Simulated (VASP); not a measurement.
# NaF (R-3m) in VASP: a series of runs, part 2 of 2

VASP 6.6.1.

## (6) Single point, LDA

This run uses another cell than the first one, of the same volume but with other edges.

INCAR reads:

```
ALGO = Normal ; EDIFF = 1E-6
ENCUT = 520 ; GGA = CA
ISIF = 2 ; ISMEAR = 0
LASPH = True ; LCHARG = True
LELF = True ; LREAL = False
LVHAR = True ; LWAVE = False
NBANDS = 14 ; NELM = 60
PREC = Accurate ; SIGMA = 0.05
```

KPOINTS reads:

```
k-points
0
Gamma
  4 4 4
```

POSCAR reads:

```
NaF
1.0
   -0.2452631587      2.2073684284      2.2073684284
    2.2073684284     -0.2452631587      2.2073684284
    2.2073684284      2.2073684284     -0.2452631587
Na F
1 1
Direct
    0.0000000000      0.0000000000      0.0000000000
    0.5000000000      0.5000000000      0.5000000000
```

Potentials or basis: VASP PAW LDA potentials, release 64 (Na_pv, F).

Started as:

```
$ cat potpaw_LDA.64/Na_pv/POTCAR potpaw_LDA.64/F/POTCAR > POTCAR
$ mpirun -np 1 vasp_std > vasp.out
```

OUTCAR:

```text
EDIFF = 1E-6
   ENCUT = 520
   GGA = CA
   ISIF = 2
   ISMEAR = 0
   LASPH = True
   LREAL = False
   NELM = 60
   PREC = Accurate

 ion  position               nearest neighbor table
   1  0.000  0.000  0.000-   2 2.34   2 2.34   2 2.34   2 2.34   2 2.34   2 2.34
   2  0.500  0.500  0.500-   1 2.34   1 2.34   1 2.34   1 2.34   1 2.34   1 2.34

  LATTYP: Found a trigonal (rhomboedric) cell.
 ALAT       =     3.1313103925
 COS(alpha) =     0.3865030675

  Lattice vectors:

 A1 = (  -0.2452631587,   2.2073684284,   2.2073684284)
 A2 = (   2.2073684284,  -0.2452631587,   2.2073684284)
 A3 = (   2.2073684284,   2.2073684284,  -0.2452631587)

Analysis of symmetry for initial positions (statically):
=====================================================================
 Subroutine PRICEL returns:
 Original cell was already a primitive cell.

 Routine SETGRP: Setting up the symmetry group for a
 trigonal (rhombohedral) supercell.

 Subroutine GETGRP returns: Found 12 space group operations
 (whereof 12 operations were pure point group operations)
 out of a pool of 12 trial point group operations.

The static configuration has the point symmetry D_3d.
[... 162 lines left out ...]
      5      -2.5797      2.00000
      6      -2.5797      2.00000
      7      -2.2418      2.00000
      8       3.3283      0.00000
      9      14.7339      0.00000
     10      14.7339      0.00000
     11      18.4900      0.00000
     12      19.1346      0.00000
     13      21.2874      0.00000
     14      21.2874      0.00000
[... 190 lines left out ...]
      1     -22.0154      2.00000
      2     -21.4407      2.00000
      3     -21.4407      2.00000
      4     -20.4413      2.00000
      5      -3.9970      2.00000
      6      -3.0048      2.00000
      7      -3.0048      2.00000
      8       7.9828      0.00000
      9      10.8286      0.00000
     10      15.3545      0.00000
     11      15.3545      0.00000
     12      19.1242      0.00000
     13      19.1242      0.00000
     14      19.8448      0.00000

------------------------ aborting loop because EDIFF is reached ----------------------------------------

  FORCE on cell =-STRESS in cart. coord.  units (eV):
  Direction    XX          YY          ZZ          XY          YZ          ZX
  --------------------------------------------------------------------------------------
  -------------------------------------------------------------------------------------
  Total       -0.7931394     -0.7931394     -0.7931394      0.3463100      0.3463100      0.3463100
  in kB      -50.6657239    -50.6657239    -50.6657239     22.1222743     22.1222743     22.1222743
  external PRESSURE =     -50.6657239 kB  Pullay stress =       0.0000000 kB

 VOLUME and BASIS-vectors are now :
 -----------------------------------------------------------------------------
  energy-cutoff  :      520.00
  volume of cell :       25.08
      direct lattice vectors                 reciprocal lattice vectors
    -0.245263159  2.207368428  2.207368428    -0.191870739  0.215854581  0.215854581
     2.207368428 -0.245263159  2.207368428     0.215854581 -0.191870739  0.215854581
     2.207368428  2.207368428 -0.245263159     0.215854581  0.215854581 -0.191870739

 POSITION                                       TOTAL-FORCE (eV/Angst)
 -----------------------------------------------------------------------------------
      0.00000      0.00000      0.00000        -0.000000      0.000000      0.000000
      2.08474      2.08474      2.08474         0.000000     -0.000000     -0.000000
 -----------------------------------------------------------------------------------
    total drift:                               -0.000000     -0.000000      0.000000

  FREE ENERGIE OF THE ION-ELECTRON SYSTEM (eV)
  ---------------------------------------------------
  free  energy   TOTEN  =        -9.2357317142 eV

  energy  without entropy=       -9.2357317142  energy(sigma->0) =       -9.23573171
```

OSZICAR:

```text
N       E                     dE             d eps       ncg     rms          rms(c)
DAV:   1     0.108468771920E+03    0.10847E+03   -0.76801E+03   364   0.121E+03
DAV:   2    -0.412803723120E+01   -0.11260E+03   -0.10430E+03   424   0.335E+02
DAV:   3    -0.100411283774E+02   -0.59131E+01   -0.59011E+01   442   0.712E+01
DAV:   4    -0.100953188119E+02   -0.54190E-01   -0.54187E-01   430   0.710E+00
DAV:   5    -0.100957676928E+02   -0.44888E-03   -0.44888E-03   442   0.672E-01    0.506E+00
DAV:   6    -0.928560368894E+01    0.81016E+00   -0.28172E+00   424   0.148E+01    0.183E+00
DAV:   7    -0.925333821199E+01    0.32265E-01   -0.37431E-02   376   0.204E+00    0.982E-01
DAV:   8    -0.923575215955E+01    0.17586E-01   -0.25313E-02   388   0.342E+00    0.149E-01
DAV:   9    -0.923583754687E+01   -0.85387E-04   -0.23942E-03   448   0.486E-01    0.104E-01
DAV:  10    -0.923573440577E+01    0.10314E-03   -0.59137E-04   400   0.197E-01    0.136E-02
DAV:  11    -0.923573175412E+01    0.26516E-05   -0.18052E-05   408   0.873E-02    0.246E-03
DAV:  12    -0.923573171423E+01    0.39887E-07   -0.16006E-06   326   0.160E-02
   1 F= -.92357317E+01 E0= -.92357317E+01  d E =-.747048E-20
```

It took 2.7 s on 1 thread of Intel Xeon 6975P-C, shared host; peak memory 0.12 GiB.

What came out:

| Property | Result |
| --- | --- |
| Free energy | -9.2357 eV |
| Pressure | -5.1 GPa |
| Band gap on the k mesh | 5.57 eV, direct |

Stress tensor (GPa, compression positive):
```
-5.07  2.21  2.21
 2.21 -5.07  2.21
 2.21  2.21 -5.07
```

Levels at points of the mesh, in eV from the valence-band top:
```tsv
k point	band 5	band 6	band 7	band 8	band 9	band 10
(0.00, 0.00, 0.00)	-0.34	-0.34	0.00	5.57	16.98	16.98
(0.50, 0.00, 0.00)	-1.95	-0.51	-0.25	9.99	11.30	18.97
(0.50, 0.50, 0.00)	-1.58	-0.88	-0.41	12.09	12.40	13.36
(0.50, 0.50, 0.50)	-1.76	-0.76	-0.76	10.22	13.07	17.60
```

Caveat: the k points lie up to 0.57 Å⁻¹ apart.

## (7) The runs side by side

```csv
cell,gap on the mesh (eV),pressure (GPa)
"a = 4.517 Å, angles 33.6°, 2 atoms",none,-2.7
"a = 3.013 Å, angles 75.3°, 2 atoms",5.24,-6.2
"a = 3.774 Å, angles 45.7°, 2 atoms",4.42,-5.6
"a = 2.950 Å, angles 82.7°, 2 atoms",5.11,-7.7
"a = 3.131 Å, angles 67.3°, 2 atoms",5.57,-5.1
```

Alike in all rows: task single point; level LDA; potentials or basis VASP PAW LDA potentials, release 64 (Na_pv, F); no spin polarisation; k mesh 4 × 4 × 4; cutoff (eV) 520; smearing gaussian 0.05 eV.

Caveats: all runs use coarse meshes.

Total energies depend on the potentials used, so only differences within one code and one set of settings carry meaning.
